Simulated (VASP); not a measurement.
# CoBi (rocksalt type) (Fm-3m) in VASP: notebook

The runs below take CoBi (rocksalt type) through electric field gradients, single point, with PBE, PBE+U.

Program: VASP 6.6.1. These are calculated values, not measurements. Logs are shortened: lines on timing, memory, paths and dates and some standing lists are left out, and cuts for length are marked.

## Step 1: The cell of the first run

Symmetry: Fm-3m, No. 225, cubic system. The conventional cell has a = 5.489 Å, b = 5.489 Å, c = 5.489 Å, α = 90.00°, β = 90.00°, γ = 90.00°. Within 3.6 Å of Co (site symmetry m-3m) lie 6 Bi at 2.74 Å. Within 3.6 Å of Bi (site symmetry m-3m) lie 6 Co at 2.74 Å.

## Step 2: Electric field gradients, PBE, collinear spin, ferromagnetic start (20.67 Å³/atom)

File INCAR:

```
SYSTEM = CoBi
PREC = Accurate ; ENCUT = 520
EDIFF = 1E-8 ; ISMEAR = -1
SIGMA = 0.05 ; LREAL = .False.
LASPH = .True. ; NELM = 150
ALGO = Normal ; ISIF = 2
LWAVE = .False. ; LCHARG = .False.
ISPIN = 2 ; MAGMOM = 2 0
LORBIT = 11 ; LMAXMIX = 4
GGA = PE ; LEFG = .True.
NBANDS = 23
```

File KPOINTS:

```
Automatic mesh
0
Gamma
  13 13 13
  0 0 0
```

File POSCAR:

```
CoBi
1.0
    0.0000000000      2.7446095377      2.7446095377
    2.7446095377      0.0000000000      2.7446095377
    2.7446095377      2.7446095377      0.0000000000
Co Bi
1 1
Direct
    0.0000000000      0.0000000000      0.0000000000
    0.5000000000      0.5000000000      0.5000000000
```

Potentials or basis: VASP PAW PBE potentials, release 64 (Co, Bi_d).

Run with:

```sh
> cat potpaw_PBE.64/Co/POTCAR potpaw_PBE.64/Bi_d/POTCAR > POTCAR
> mpirun -np 1 vasp_std > vasp.out
```

OUTCAR:

```text
SYSTEM = CoBi
   PREC = Accurate
   ENCUT = 520
   EDIFF = 1E-8
   ISMEAR = -1
   LREAL = .False.
   LASPH = .True.
   NELM = 150
   ISIF = 2
   ISPIN = 2
   LORBIT = 11
   GGA = PE

 ion  position               nearest neighbor table
   1  0.000  0.000  0.000-   2 2.74   2 2.74   2 2.74   2 2.74   2 2.74   2 2.74
   2  0.500  0.500  0.500-   1 2.74   1 2.74   1 2.74   1 2.74   1 2.74   1 2.74

  LATTYP: Found a face centered cubic cell.
 ALAT       =     5.4892190754

  Lattice vectors:

 A1 = (   0.0000000000,   2.7446095377,   2.7446095377)
 A2 = (   2.7446095377,   0.0000000000,   2.7446095377)
 A3 = (   2.7446095377,   2.7446095377,   0.0000000000)

Analysis of symmetry for initial positions (statically):
=====================================================================
 Subroutine PRICEL returns:
 Original cell was already a primitive cell.

 Routine SETGRP: Setting up the symmetry group for a
 face centered cubic supercell.

 Subroutine GETGRP returns: Found 48 space group operations
 (whereof 48 operations were pure point group operations)
 out of a pool of 48 trial point group operations.

The static configuration has the point symmetry O_h .

Analysis of symmetry for dynamics (positions and initial velocities):
=====================================================================
 Subroutine PRICEL returns:
 Original cell was already a primitive cell.

 Routine SETGRP: Setting up the symmetry group for a
 face centered cubic supercell.

 Subroutine GETGRP returns: Found 48 space group operations
 (whereof 48 operations were pure point group operations)
 out of a pool of 48 trial point group operations.

The dynamic configuration has the point symmetry O_h .

Analysis of structural, dynamic, and magnetic symmetry:
=====================================================================
 Subroutine PRICEL returns:
 Original cell was already a primitive cell.

 Routine SETGRP: Setting up the symmetry group for a
 face centered cubic supercell.

 Subroutine GETGRP returns: Found 48 space group operations
 (whereof 48 operations were pure point group operations)
 out of a pool of 48 trial point group operations.

The overall configuration has the point symmetry O_h .

 Subroutine INISYM returns: Found 48 space group operations
 (whereof 48 operations are pure point group operations),
 and found     1 'primitive' translations

----------------------------------------------------------------------------------------

                                     Primitive cell

  volume of cell :      41.3496

  direct lattice vectors                    reciprocal lattice vectors
     0.000000000  2.744609538  2.744609538    -0.182175276  0.182175276  0.182175276
     2.744609538  0.000000000  2.744609538     0.182175276 -0.182175276  0.182175276
     2.744609538  2.744609538  0.000000000     0.182175276  0.182175276 -0.182175276

  length of vectors
     3.881464032  3.881464032  3.881464032     0.315536834  0.315536834  0.315536834

  position of ions in fractional coordinates (direct lattice)
     0.000000000  0.000000000  0.000000000
     0.500000000  0.500000000  0.500000000

  ion indices of the primitive-cell ions
   primitive index   ion index
                 1           1
                 2           2

----------------------------------------------------------------------------------------

 KPOINTS: Automatic mesh

Automatic generation of k-mesh.
 Grid dimensions read from file:
 generate k-points for:   13   13   13

 Generating k-lattice:

  Cartesian coordinates                     Fractional coordinates (reciprocal lattice)
    -0.014013483  0.014013483  0.014013483     0.076923077  0.000000000  0.000000000
     0.014013483 -0.014013483  0.014013483     0.000000000  0.076923077  0.000000000
     0.014013483  0.014013483 -0.014013483     0.000000000  0.000000000  0.076923077

  Length of vectors
     0.024272064  0.024272064  0.024272064

  Shift w.r.t. Gamma in fractional coordinates (k-lattice)
     0.000000000  0.000000000  0.000000000

 Subroutine IBZKPT returns following result:
 ===========================================

 Found     84 irreducible k-points:

 Following reciprocal coordinates:
            Coordinates               Weight
  0.000000  0.000000  0.000000      1.000000
  0.076923  0.000000  0.000000      8.000000
  0.153846  0.000000  0.000000      8.000000
  0.230769  0.000000  0.000000      8.000000
  0.307692  0.000000  0.000000      8.000000
  0.384615  0.000000  0.000000      8.000000
[... 16 lines left out ...]
  0.384615  0.153846  0.000000     24.000000
  0.461538  0.153846  0.000000     24.000000
 [... further k-points ...]
   k-points           NKPTS =     84   k-points in BZ     NKDIM =     84   number of bands    NBANDS=     23
   number of dos      NEDOS =    301   number of ions     NIONS =      2
   total plane-waves  NPLWV =  27000
   dimension x,y,z NGX =    30 NGY =   30 NGZ =   30
   dimension x,y,z NGXF=    60 NGYF=   60 NGZF=   60
   ions per type =               1   1
   NGX,Y,Z   is equivalent  to a cutoff of  12.85, 12.85, 12.85 a.u.
   NGXF,Y,Z  is equivalent  to a cutoff of  25.70, 25.70, 25.70 a.u.
 SYSTEM =  CoBi
   PREC   = accura    normal or accurate (medium, high low for compatibility)
   ISTART =      0    job   : 0-new  1-cont  2-samecut
   ICHARG =      2    charge: 1-file 2-atom 10-const
   ISPIN  =      2    spin polarized calculation?
   LNONCOLLINEAR =      F non collinear calculations
   LSORBIT =      F    spin-orbit coupling
   LASPH  =      T    aspherical Exc in radial PAW
   ENCUT  =  520.0 eV  38.22 Ry    6.18 a.u.   7.22  7.22  7.22*2*pi/ulx,y,z
   NELM   =    150;   NELMIN=  2; NELMDL= -5     # of ELM steps
   EDIFF  = 0.1E-07   stopping-criterion for ELM
   LREAL  =      F    real-space projection
   EDIFFG = 0.1E-06   stopping-criterion for IOM
   NSW    =      0    number of steps for IOM
   IBRION =     -1    ionic relax: 0-MD 1-quasi-New 2-CG
   NFREE  =      0    steps in history (QN), initial steepest desc. (CG)
   ISIF   =      2    stress and relaxation
   ISYM   =      2    0-nonsym 1-usesym 2-fastsym
   POTIM  = 0.5000    time-step for ionic-motion
   TEBEG  =    0.0;   TEEND  =   0.0 temperature during run
   PSTRESS=    0.0 pullay stress
   NELECT =      24.0000    total number of electrons
   NUPDOWN=      -1.0000    fix difference up-down
   EMIN   =  10.00;   EMAX   =-10.00  energy-range for DOS
   EFERMI =   0.00;   METHOD = LEGACY
   ISMEAR =    -1;   SIGMA  =   0.05  broadening in eV -4-tet -1-fermi 0-gaus
   EFERMI_NEDOS =   21; number of points for ismear=-14 and -15
   IALGO  =     38    algorithm
   IMIX   =      4    mixing-type and parameters
     AMIX     =   0.40;   BMIX     =  1.00
     AMIX_MAG =   1.60;   BMIX_MAG =  1.00
  volume/ion in A,a.u.               =      20.67       139.52
  Fermi-wavevector in a.u.,A,eV,Ry     =   1.365593  2.580597 25.372754  1.864845
  Thomas-Fermi vector in A             =   2.491808
   LORBIT       =     11    0 simple, 1 ext, 2 COOP (PROOUT), +10 PAW based schemes
   GGA     = PE    functional components
   LHFCALC =     F    Hartree Fock is set to
   AEXX    =    0.0000 exact exchange contribution
   IVDW    =     0    specifies the selected vdW correction
   LEPSILON=     F    determine dielectric tensor
   LRPA    =     F    only Hartree local field effects (RPA)
 spin polarized calculation
  energy-cutoff  :      520.00
  volume of cell :       41.35
 maximum number of plane-waves:      1139
 NGX is ok and might be reduce to    30
   NGX = 15   NGY = 15   NGZ = 15

 number of electron      23.9999990 magnetization       0.6916569

 Free energy of the ion-electron system (eV)
  ---------------------------------------------------
  ext. energy  EPLUGINS =         0.00000000
  ---------------------------------------------------
  free energy    TOTEN  =        -9.82471009 eV

  energy without entropy =       -9.80481873  energy(sigma->0) =       -9.81476441

 E-fermi :   8.3208     XC(G=0): -11.1855

 val. band max:        8.3201708502   @ k =  -0.4615   0.4615   0.0769
 cond. band min:       8.3270970708   @ k =  -0.3846   0.3077   0.0769
 fundamental gap:      0.0069262206
 Fermi energy:         8.3208424791

 spin component 1

 k-point     1 :       0.0000    0.0000    0.0000
  band No.  band energies     occupation
      1     -14.2402      1.00000
      2     -14.2402      1.00000
      3     -14.2104      1.00000
      4     -14.2104      1.00000
      5     -14.2104      1.00000
      6      -4.3977      1.00000
[... 15 lines left out ...]
     22      18.3537      0.00000
     23      22.3599      0.00000

 k-point     2 :       0.0769    0.0000    0.0000
  band No.  band energies     occupation
      1     -14.2396      1.00000
      2     -14.2396      1.00000
      3     -14.2097      1.00000
      4     -14.2082      1.00000
      5     -14.2082      1.00000
      6      -4.3195      1.00000
[... 564 lines left out ...]
 k-point    24 :       0.4615    0.1538    0.0000
  band No.  band energies     occupation
      1     -14.2465      1.00000
      2     -14.2323      1.00000
      3     -14.2006      1.00000
      4     -14.1700      1.00000
      5     -14.1589      1.00000
      6      -2.4615      1.00000
[... 15 lines left out ...]
     22      24.3959      0.00000
     23      24.9661      0.00000

 [... further k-points ...]

 spin component 2

 k-point     1 :       0.0000    0.0000    0.0000
  band No.  band energies     occupation
      1     -14.2466      1.00000
      2     -14.2466      1.00000
      3     -14.2180      1.00000
      4     -14.2180      1.00000
      5     -14.2180      1.00000
      6      -4.4323      1.00000
[... 15 lines left out ...]
     22      18.4244      0.00000
     23      22.4758      0.00000

 k-point     2 :       0.0769    0.0000    0.0000
  band No.  band energies     occupation
      1     -14.2460      1.00000
      2     -14.2460      1.00000
      3     -14.2173      1.00000
      4     -14.2157      1.00000
      5     -14.2157      1.00000
      6      -4.3544      1.00000
[... 564 lines left out ...]
 k-point    24 :       0.4615    0.1538    0.0000
  band No.  band energies     occupation
      1     -14.2534      1.00000
      2     -14.2391      1.00000
      3     -14.2082      1.00000
      4     -14.1773      1.00000
      5     -14.1661      1.00000
      6      -2.5046      1.00000
[... 15 lines left out ...]
     22      24.3962      0.00000
     23      25.0010      0.00000

 [... further k-points ...]

------------------------ aborting loop because EDIFF is reached ----------------------------------------

  FORCE on cell =-STRESS in cart. coord.  units (eV):
  Direction    XX          YY          ZZ          XY          YZ          ZX
  --------------------------------------------------------------------------------------
  -------------------------------------------------------------------------------------
  Total       -0.9282885     -0.9282885     -0.9282885      0.0000000     -0.0000000     -0.0000000
  in kB      -35.9684623    -35.9684623    -35.9684623      0.0000000     -0.0000000     -0.0000000
  external PRESSURE =     -35.9684623 kB  Pullay stress =       0.0000000 kB

 VOLUME and BASIS-vectors are now :
 -----------------------------------------------------------------------------
  energy-cutoff  :      520.00
  volume of cell :       41.35
      direct lattice vectors                 reciprocal lattice vectors
     0.000000000  2.744609538  2.744609538    -0.182175276  0.182175276  0.182175276
     2.744609538  0.000000000  2.744609538     0.182175276 -0.182175276  0.182175276
     2.744609538  2.744609538  0.000000000     0.182175276  0.182175276 -0.182175276

 POSITION                                       TOTAL-FORCE (eV/Angst)
 -----------------------------------------------------------------------------------
      0.00000      0.00000      0.00000         0.000000      0.000000      0.000000
      2.74461      2.74461      2.74461         0.000000     -0.000000     -0.000000
 -----------------------------------------------------------------------------------
    total drift:                                0.000000      0.000000      0.000000

  FREE ENERGIE OF THE ION-ELECTRON SYSTEM (eV)
  ---------------------------------------------------
  free  energy   TOTEN  =        -9.8247100868 eV

  energy  without entropy=       -9.8048187303  energy(sigma->0) =       -9.81476441

 Electric field gradients (V/A^2)
---------------------------------------------------------------------
 ion       V_xx      V_yy      V_zz      V_xy      V_xz      V_yz
---------------------------------------------------------------------
   1       0.000    -0.000    -0.000    -0.000    -0.000    -0.000
   2       0.000    -0.000    -0.000     0.002     0.002     0.002
---------------------------------------------------------------------

 Electric field gradients after diagonalization (V/A^2)
 (convention: |V_zz| > |V_xx| > |V_yy|)
----------------------------------------------------------------------
 ion       V_xx      V_yy      V_zz     asymmetry (V_yy - V_xx)/ V_zz
----------------------------------------------------------------------
   1       0.000     0.000    -0.000       0.000
   2      -0.002    -0.002     0.003       0.000
----------------------------------------------------------------------

           NMR quadrupolar parameters

 Cq : quadrupolar parameter    Cq=e*Q*V_zz/h
 eta: asymmetry parameters     (V_yy - V_xx)/ V_zz
 Q  : nuclear electric quadrupole moment in mb (millibarn)
----------------------------------------------------------------------
 ion       Cq(MHz)       eta       Q (mb)
----------------------------------------------------------------------
   1      -0.000       0.000       1.000
   2       0.000       0.000       1.000
----------------------------------------------------------------------

 total charge

# of ion       s       p       d       tot
------------------------------------------
    1        0.386   0.258   7.449   8.093
    2        1.465   1.451   9.939  12.855
--------------------------------------------------
tot          1.851   1.710  17.388  20.948

 magnetization (x)

# of ion       s       p       d       tot
------------------------------------------
    1        0.028   0.002   0.732   0.761
    2        0.012  -0.063   0.005  -0.046
--------------------------------------------------
tot          0.040  -0.061   0.737   0.715
```

Run time: 5.5 min. Hardware: 1 thread of Intel Xeon 8259CL, shared host; peak memory 0.27 GiB.

What came out:

```yaml
Free_energy: -9.8247 eV
Pressure: -3.6 GPa
Net_moment: 0.69 μB per cell
Site_moments: Co +0.76; Bi -0.05 μB
Largest_electric_field_gradient_by_atom: zero within the noise of the run
Valence_electrons_inside_the_program's_atomic_spheres: Co 8.09; Bi 12.86
```

Levels at points of the mesh, in eV from the Fermi level:
Spin up:
```csv
k point,band 9,band 10,band 11,band 12,band 13,band 14,band 15,band 16
"(0.00, 0.00, 0.00)",-1.23,-1.23,-1.23,2.36,2.36,2.36,4.80,8.37
```
Spin down:
```csv
k point,band 10,band 11,band 12,band 13,band 14,band 15
"(0.00, 0.00, 0.00)",-0.39,-0.39,2.34,2.34,2.34,4.90
```

Caveat: the cell stands under tension; spin-orbit coupling is left out, which moves the levels of the heavy elements.

## Step 3: Single point, PBE+U, collinear spin, ferromagnetic start

This run uses another cell than the first one, of 19.20 Å³/atom.

File INCAR:

```
SYSTEM = CoBi
ALGO = Normal
EDIFF = 1E-7
ENCUT = 520
GGA = PE
ISIF = 2
ISMEAR = -1
ISPIN = 2
LASPH = .True.
LCHARG = .False.
LDAU = .True.
LDAUJ = 0 0
LDAUL = 2 -1
LDAUPRINT = 1
LDAUTYPE = 2
LDAUU = 4 0
LMAXMIX = 4
LORBIT = 11
LREAL = .False.
LWAVE = .False.
MAGMOM = 2 0
NBANDS = 23
NELM = 150
PREC = Accurate
SIGMA = 0.05
```

File KPOINTS:

```
k-points
0
Gamma
  13 13 13
  0 0 0
```

File POSCAR:

```
CoBi
1.0
    0.0000000000      2.6776409452      2.6776409452
    2.6776409452      0.0000000000      2.6776409452
    2.6776409452      2.6776409452      0.0000000000
Co Bi
1 1
Direct
    0.0000000000      0.0000000000      0.0000000000
    0.5000000000      0.5000000000      0.5000000000
```

Potentials or basis: VASP PAW PBE potentials, release 64 (Co, Bi_d).

Run with:

```sh
> cat potpaw_PBE.64/Co/POTCAR potpaw_PBE.64/Bi_d/POTCAR > POTCAR
> mpirun -np 1 vasp_std > vasp.out
```

Run time: 4.8 min. Hardware: 1 thread of Intel Xeon 8259CL, shared host; peak memory 0.26 GiB.

The run converged. Its results:

| Item | Value |
| --- | --- |
| Free energy | -7.0850 eV |
| Pressure | 11.1 GPa |
| Net moment | 1.18 μB per cell |
| Site moments | Co +1.53; Bi -0.21 μB |
| Valence electrons inside the program's atomic spheres | Co 8.25; Bi 12.95 |

Levels at points of the mesh, in eV from the Fermi level:
Spin up:
```
           k point  band 10  band 11  band 12  band 13  band 14  band 15
(0.00, 0.00, 0.00)    -2.63    -2.63     2.85     2.85     2.85     5.92
```
Spin down:
```csv
k point,band 9,band 10,band 11,band 12,band 13,band 14,band 15,band 16
"(0.00, 0.00, 0.00)",-1.79,1.82,1.82,2.72,2.72,2.72,6.04,8.28
```

Eigenvalues of the final occupation matrices:
| site | spin | trace | eigenvalues |
| --- | --- | --- | --- |
| site 1 d | 1 | 4.54 | 0.89 0.89 0.92 0.92 0.92 |
| site 1 d | 2 | 3.02 | 0.17 0.17 0.89 0.89 0.89 |

Caveat: the cell stands under pressure; spin-orbit coupling is left out, which moves the levels of the heavy elements; the U is typed as a test and isn't derived for this compound. The state reached can hang on the start; a lower one may exist.
